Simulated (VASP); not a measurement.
# B (Pm-3m) in VASP: further runs

The runs below take B through single point, with LDA.

Everything below comes from runs of VASP 6.6.1. Logs are shortened: lines on timing, memory, paths and dates and some standing lists are left out, and cuts for length are marked.

## 1. The cell of the first run

The structure is cubic, space group Pm-3m (No. 221). The conventional cell has a = 1.888 Å, b = 1.888 Å, c = 1.888 Å, α = 90.00°, β = 90.00°, γ = 90.00°. Within 2.5 Å of B (site symmetry m-3m) lie 6 B at 1.89 Å.

## 2. Single point, LDA (volume scaled by 1.04)

INCAR

```
ALGO = Normal ; EDIFF = 1E-6
ENCUT = 520 ; ISIF = 2
ISMEAR = -1 ; LASPH = T
LCHARG = T ; LELF = T
LREAL = F ; LVHAR = T
LWAVE = F ; NBANDS = 8
NELM = 60 ; PREC = Accurate
SIGMA = 0.1
```

KPOINTS

```
k-points
0
Gamma
  19 19 19
```

POSCAR

```
B
1.0
    1.8880423168      0.0000000000      0.0000000000
    0.0000000000      1.8880423168      0.0000000000
    0.0000000000      0.0000000000      1.8880423168
B
1
Direct
    0.0000000000      0.0000000000      0.0000000000
```

Potentials or basis: VASP PAW LDA potentials, release 64 (B).

Run with:

```console
> cat potpaw_LDA.64/B/POTCAR > POTCAR
> mpirun -np 1 vasp_std > vasp.out
```

OUTCAR:

```text
EDIFF = 1E-6
   ENCUT = 520
   ISIF = 2
   ISMEAR = -1
   LASPH = T
   LREAL = F
   NELM = 60
   PREC = Accurate

 ion  position               nearest neighbor table
   1  0.000  0.000  0.000-

  LATTYP: Found a simple cubic cell.
 ALAT       =     1.8880423168

  Lattice vectors:

 A1 = (   1.8880423168,   0.0000000000,   0.0000000000)
 A2 = (   0.0000000000,   1.8880423168,   0.0000000000)
 A3 = (   0.0000000000,   0.0000000000,   1.8880423168)

Analysis of symmetry for initial positions (statically):
=====================================================================
 Subroutine PRICEL returns:
 Original cell was already a primitive cell.

 Routine SETGRP: Setting up the symmetry group for a
 simple cubic supercell.

 Subroutine GETGRP returns: Found 48 space group operations
 (whereof 48 operations were pure point group operations)
 out of a pool of 48 trial point group operations.

The static configuration has the point symmetry O_h .

Analysis of symmetry for dynamics (positions and initial velocities):
=====================================================================
 Subroutine PRICEL returns:
 Original cell was already a primitive cell.

 Routine SETGRP: Setting up the symmetry group for a
 simple cubic supercell.

 Subroutine GETGRP returns: Found 48 space group operations
 (whereof 48 operations were pure point group operations)
 out of a pool of 48 trial point group operations.

The dynamic configuration has the point symmetry O_h .

 Subroutine INISYM returns: Found 48 space group operations
 (whereof 48 operations are pure point group operations),
 and found     1 'primitive' translations

----------------------------------------------------------------------------------------

                                     Primitive cell

  volume of cell :       6.7303

  direct lattice vectors                    reciprocal lattice vectors
     1.888042317  0.000000000  0.000000000     0.529649146  0.000000000  0.000000000
     0.000000000  1.888042317  0.000000000     0.000000000  0.529649146  0.000000000
     0.000000000  0.000000000  1.888042317     0.000000000  0.000000000  0.529649146

  length of vectors
     1.888042317  1.888042317  1.888042317     0.529649146  0.529649146  0.529649146

  position of ions in fractional coordinates (direct lattice)
     0.000000000  0.000000000  0.000000000

  ion indices of the primitive-cell ions
   primitive index   ion index
                 1           1

----------------------------------------------------------------------------------------

 KPOINTS: k-points

Automatic generation of k-mesh.
 Grid dimensions read from file:
 generate k-points for:   19   19   19

 Generating k-lattice:

  Cartesian coordinates                     Fractional coordinates (reciprocal lattice)
     0.027876271  0.000000000  0.000000000     0.052631579  0.000000000  0.000000000
     0.000000000  0.027876271  0.000000000     0.000000000  0.052631579  0.000000000
     0.000000000  0.000000000  0.027876271     0.000000000  0.000000000  0.052631579

  Length of vectors
     0.027876271  0.027876271  0.027876271

  Shift w.r.t. Gamma in fractional coordinates (k-lattice)
     0.000000000  0.000000000  0.000000000

 Subroutine IBZKPT returns following result:
 ===========================================

 Found    220 irreducible k-points:

 Following reciprocal coordinates:
            Coordinates               Weight
  0.000000  0.000000  0.000000      1.000000
  0.052632  0.000000  0.000000      6.000000
  0.105263  0.000000  0.000000      6.000000
  0.157895  0.000000  0.000000      6.000000
  0.210526  0.000000  0.000000      6.000000
  0.263158  0.000000  0.000000      6.000000
[... 16 lines left out ...]
  0.263158  0.105263  0.000000     24.000000
  0.315789  0.105263  0.000000     24.000000
 [... further k-points ...]
   k-points           NKPTS =    220   k-points in BZ     NKDIM =    220   number of bands    NBANDS=      8
   number of dos      NEDOS =    301   number of ions     NIONS =      1
   total plane-waves  NPLWV =   2744
   dimension x,y,z NGX =    14 NGY =   14 NGZ =   14
   dimension x,y,z NGXF=    28 NGYF=   28 NGZF=   28
   ions per type =               1
   NGX,Y,Z   is equivalent  to a cutoff of  12.33, 12.33, 12.33 a.u.
   NGXF,Y,Z  is equivalent  to a cutoff of  24.65, 24.65, 24.65 a.u.
 SYSTEM =  unknown system
   PREC   = accura    normal or accurate (medium, high low for compatibility)
   ISTART =      0    job   : 0-new  1-cont  2-samecut
   ICHARG =      2    charge: 1-file 2-atom 10-const
   ISPIN  =      1    spin polarized calculation?
   LNONCOLLINEAR =      F non collinear calculations
   LSORBIT =      F    spin-orbit coupling
   LASPH  =      T    aspherical Exc in radial PAW
   ENCUT  =  520.0 eV  38.22 Ry    6.18 a.u.   3.51  3.51  3.51*2*pi/ulx,y,z
   NELM   =     60;   NELMIN=  2; NELMDL= -5     # of ELM steps
   EDIFF  = 0.1E-05   stopping-criterion for ELM
   LREAL  =      F    real-space projection
   EDIFFG = 0.1E-04   stopping-criterion for IOM
   NSW    =      0    number of steps for IOM
   IBRION =     -1    ionic relax: 0-MD 1-quasi-New 2-CG
   NFREE  =      0    steps in history (QN), initial steepest desc. (CG)
   ISIF   =      2    stress and relaxation
   ISYM   =      2    0-nonsym 1-usesym 2-fastsym
   POTIM  = 0.5000    time-step for ionic-motion
   TEBEG  =    0.0;   TEEND  =   0.0 temperature during run
   PSTRESS=    0.0 pullay stress
   NELECT =       3.0000    total number of electrons
   NUPDOWN=      -1.0000    fix difference up-down
   EMIN   =  10.00;   EMAX   =-10.00  energy-range for DOS
   EFERMI =   0.00;   METHOD = LEGACY
   ISMEAR =    -1;   SIGMA  =   0.10  broadening in eV -4-tet -1-fermi 0-gaus
   EFERMI_NEDOS =   21; number of points for ismear=-14 and -15
   IALGO  =     38    algorithm
   IMIX   =      4    mixing-type and parameters
     AMIX     =   0.40;   BMIX     =  1.00
     AMIX_MAG =   1.60;   BMIX_MAG =  1.00
  volume/ion in A,a.u.               =       6.73        45.42
  Fermi-wavevector in a.u.,A,eV,Ry     =   1.250557  2.363210 21.278057  1.563893
  Thomas-Fermi vector in A             =   2.384546
   LORBIT       =      0    0 simple, 1 ext, 2 COOP (PROOUT), +10 PAW based schemes
   GGA     = CA    functional components
   LHFCALC =     F    Hartree Fock is set to
   AEXX    =    0.0000 exact exchange contribution
   IVDW    =     0    specifies the selected vdW correction
   LEPSILON=     F    determine dielectric tensor
   LRPA    =     F    only Hartree local field effects (RPA)
 non-spin polarized calculation
  energy-cutoff  :      520.00
  volume of cell :        6.73
 maximum number of plane-waves:       191
 NGX is ok and might be reduce to    14
   NGX =  7   NGY =  7   NGZ =  7

 number of electron       3.0000000 magnetization

 Free energy of the ion-electron system (eV)
  ---------------------------------------------------
  ext. energy  EPLUGINS =         0.00000000
  ---------------------------------------------------
  free energy    TOTEN  =        -6.35931066 eV

  energy without entropy =       -6.34989032  energy(sigma->0) =       -6.35460049

 E-fermi :   7.1431     XC(G=0): -12.3930

 val. band max:        7.1213100292   @ k =   0.4211   0.4211   0.2105
 cond. band min:       7.2416566762   @ k =   0.4737   0.4211   0.2632
 fundamental gap:      0.1203466470
 Fermi energy:         7.1430542441

 k-point     1 :       0.0000    0.0000    0.0000
  band No.  band energies     occupation
      1      -8.4610      2.00000
      2      20.4941      0.00000
      3      20.4941      0.00000
      4      20.4941      0.00000
      5      31.2453      0.00000
      6      31.2453      0.00000
      7      40.1168      0.00000
      8      60.1420      0.00000

 k-point     2 :       0.0526    0.0000    0.0000
  band No.  band energies     occupation
      1      -8.3679      2.00000
      2      19.5452      0.00000
      3      20.5716      0.00000
      4      20.5716      0.00000
      5      31.3549      0.00000
      6      32.3025      0.00000
      7      40.0525      0.00000
      8      59.4047      0.00000

 k-point     3 :       0.1053    0.0000    0.0000
  band No.  band energies     occupation
      1      -8.0886      2.00000
      2      17.3912      0.00000
      3      20.8008      0.00000
      4      20.8008      0.00000
      5      31.6829      0.00000
      6      34.7337      0.00000
      7      39.8998      0.00000
      8      57.4658      0.00000

 k-point     4 :       0.1579    0.0000    0.0000
  band No.  band energies     occupation
      1      -7.6238      2.00000
      2      14.8442      0.00000
      3      21.1711      0.00000
      4      21.1711      0.00000
      5      32.2261      0.00000
      6      37.3869      0.00000
      7      39.9698      0.00000
      8      54.9282      0.00000

 k-point     5 :       0.2105    0.0000    0.0000
  band No.  band energies     occupation
      1      -6.9747      2.00000
      2      12.2418      0.00000
      3      21.6630      0.00000
      4      21.6630      0.00000
      5      32.9779      0.00000
      6      38.3252      0.00000
      7      41.7954      0.00000
      8      52.2676      0.00000
[... 177 lines left out ...]
 k-point    22 :       0.2105    0.1053    0.0000
  band No.  band energies     occupation
      1      -6.6020      2.00000
      2      12.3617      0.00000
      3      19.2072      0.00000
      4      21.9598      0.00000
      5      35.3907      0.00000
      6      37.7396      0.00000
      7      42.1479      0.00000
      8      50.4663      0.00000

 k-point    23 :       0.2632    0.1053    0.0000
  band No.  band energies     occupation
      1      -5.7706      2.00000
      2       9.9148      0.00000
      3      19.8327      0.00000
      4      22.5363      0.00000
      5      36.2431      0.00000
      6      36.7621      0.00000
      7      44.8670      0.00000
      8      48.4277      0.00000

 k-point    24 :       0.3158    0.1053    0.0000
  band No.  band energies     occupation
      1      -4.7609      2.00000
      2       7.5632      0.02949
      3      20.5548      0.00000
      4      23.1540      0.00000
      5      35.5633      0.00000
      6      37.3329      0.00000
      7      46.0632      0.00000
      8      47.6775      0.00000

 [... further k-points ...]
[... 5 lines left out ...]
  --------------------------------------------------------------------------------------
  -------------------------------------------------------------------------------------
  Total       -0.3633710     -0.3633710     -0.3633710     -0.0000000     -0.0000000      0.0000000
  in kB      -86.5019026    -86.5019026    -86.5019026     -0.0000000     -0.0000000      0.0000000
  external PRESSURE =     -86.5019026 kB  Pullay stress =       0.0000000 kB

 VOLUME and BASIS-vectors are now :
 -----------------------------------------------------------------------------
  energy-cutoff  :      520.00
  volume of cell :        6.73
      direct lattice vectors                 reciprocal lattice vectors
     1.888042317  0.000000000  0.000000000     0.529649146  0.000000000  0.000000000
     0.000000000  1.888042317  0.000000000     0.000000000  0.529649146  0.000000000
     0.000000000  0.000000000  1.888042317     0.000000000  0.000000000  0.529649146

 POSITION                                       TOTAL-FORCE (eV/Angst)
 -----------------------------------------------------------------------------------
      0.00000      0.00000      0.00000         0.000000      0.000000      0.000000
 -----------------------------------------------------------------------------------
    total drift:                                0.000000      0.000000     -0.000000

  FREE ENERGIE OF THE ION-ELECTRON SYSTEM (eV)
  ---------------------------------------------------
  free  energy   TOTEN  =        -6.3593106586 eV

  energy  without entropy=       -6.3498903226  energy(sigma->0) =       -6.35460049
```

Run time: 3.8 s. Hardware: 1 thread of Intel Xeon Platinum 8259CL at 2.50GHz (Skylake/Cascade Lake), shared host; peak memory 0.11 GiB.

What came out:

- Free energy: -6.3593 eV
- Pressure: -8.7 GPa

Levels at points of the mesh, in eV from the Fermi level:
```
           k point  band 1  band 2  band 3  band 4
(0.00, 0.00, 0.00)  -15.60   13.35   13.35   13.35
```

## 3. Single point, LDA (volume scaled by 1.08)

INCAR

```
SYSTEM = B
ALGO = Normal
EDIFF = 1E-7
ENCUT = 520
ISIF = 2
ISMEAR = -1
LASPH = .True.
LCHARG = .False.
LREAL = .False.
LWAVE = .False.
NBANDS = 8
NELM = 60
PREC = Accurate
SIGMA = 0.1
```

KPOINTS

```
k-points
0
Gamma
  19 19 19
  0 0 0
```

POSCAR

```
B
1.0
    1.9119441240      0.0000000000      0.0000000000
    0.0000000000      1.9119441240      0.0000000000
    0.0000000000      0.0000000000      1.9119441240
B
1
Direct
    0.0000000000      0.0000000000      0.0000000000
```

Potentials or basis: VASP PAW LDA potentials, release 64 (B).

Run with:

```console
> cat potpaw_LDA.64/B/POTCAR > POTCAR
> mpirun -np 1 vasp_std > vasp.out
```

Run time: 3.8 s. Hardware: 1 thread of Intel Xeon Platinum 8259CL at 2.50GHz (Skylake/Cascade Lake), shared host; peak memory 0.1 GiB.

Results (log left out):

| Quantity | Value |
| --- | --- |
| Free energy | -6.3391 eV |
| Pressure | -16.3 GPa |

Levels at points of the mesh, in eV from the Fermi level:
| k point | band 1 | band 2 | band 3 | band 4 | band 5 | band 6 |
| --- | --- | --- | --- | --- | --- | --- |
| (0.00, 0.00, 0.00) | -15.26 | 12.94 | 12.94 | 12.94 | 23.63 | 23.63 |
